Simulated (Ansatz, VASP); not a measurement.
# MgO in VASP and in Ansatz

POSCAR

```
MgO
1.0
    0.0000000000      2.1471391277      2.2820056624
    2.1471391277      0.0000000000      2.2820056624
    2.1471391277      2.1471391277      0.0000000000
Mg O
1 1
Direct
    0.0000000000      0.0000000000      0.0000000000
    0.2500000000      0.2500000000      0.2500000000
```

The input INCAR.step1:

```
ALGO = Normal
EDIFF = 1E-5
ENCUT = 520
GGA = PE
ISIF = 2
ISMEAR = 0
LASPH = True
LREAL = False
LWAVE = True
NBANDS = 11
NELM = 60
PREC = Accurate
SIGMA = 0.01
```

Contents of INCAR.step2:

```
ALGO = Normal
EDIFF = 1E-6
ENCUT = 520
GGA = PE
HFSCREEN = 0.2079
ISIF = 2
ISMEAR = 0
ISTART = 1
LASPH = True
LCHARG = True
LELF = True
LHFCALC = True
LREAL = False
LVHAR = True
LWAVE = False
NBANDS = 11
NELM = 60
PREC = Accurate
PRECFOCK = Normal
SIGMA = 0.01
```

The input KPOINTS:

```
k-points
0
Gamma
  6 6 6
```

Input for Ansatz:

```yaml
crystal:
  lattice:
    - [0.0, 2.1471391277, 2.2820056624]
    - [2.1471391277, 0.0, 2.2820056624]
    - [2.1471391277, 2.1471391277, 0.0]
  atoms:
    - { symbol: Mg, position: [0.0, 0.0, 0.0] }
    - { symbol: O, position: [0.25, 0.25, 0.25] }
kpoints:
  mp_grid: { grid: [6, 6, 6] }
  band_path:
    path:
      - [0.0, 0.0, 0.0]
      - [-0.5, -0.5, 0.0]
      - [-0.375, -0.375, 0.25]
      - [-0.375, 0.0, 0.375]
      - [0.0, 0.0, 0.5]
      - [-0.5, -0.25, 0.25]
    npoints: 1
hamiltonian:
  xc: hse06
scf:
  occupations: { method: fixed }
  n_extra_bands: 4
output:
  forces: true
  stress: true
  eigenvalues: true
```

Change from the starting cell: biaxial_xy strain -5.9%.

Alike in both runs: task single point; functional HSE06; k mesh 6 × 6 × 6; no spin polarisation.

|  | VASP | Ansatz |
| --- | --- | --- |
| version | VASP 6.6.1 | Ansatz 0.2.0 |
| potentials or method | VASP PAW PBE potentials, release 64 (Mg, O) | plane waves, PAW |
| plane-wave cutoff (eV) | 520 | 420 |
| occupations | gaussian, width 0.01 eV | fixed |
| valence electrons in the cell | 8 | 16 |

|  | VASP | Ansatz | Ansatz less VASP |
| --- | --- | --- | --- |
| gap on the k mesh at the Fermi level (eV) | 5.97 | 5.99 | +0.023 |
| pressure (GPa) | 19.5 | 19.3 | -0.26 |
| traceless stress, the component that is largest in VASP (GPa) | -1.60 | -1.61 | -0.016 |

VASP's potentials hold 8 valence electrons a cell and Ansatz's 16, so a difference there can come from the potentials and not from the codes. Ansatz's warnings: stress exchange threshold loose, stress scf threshold loose.
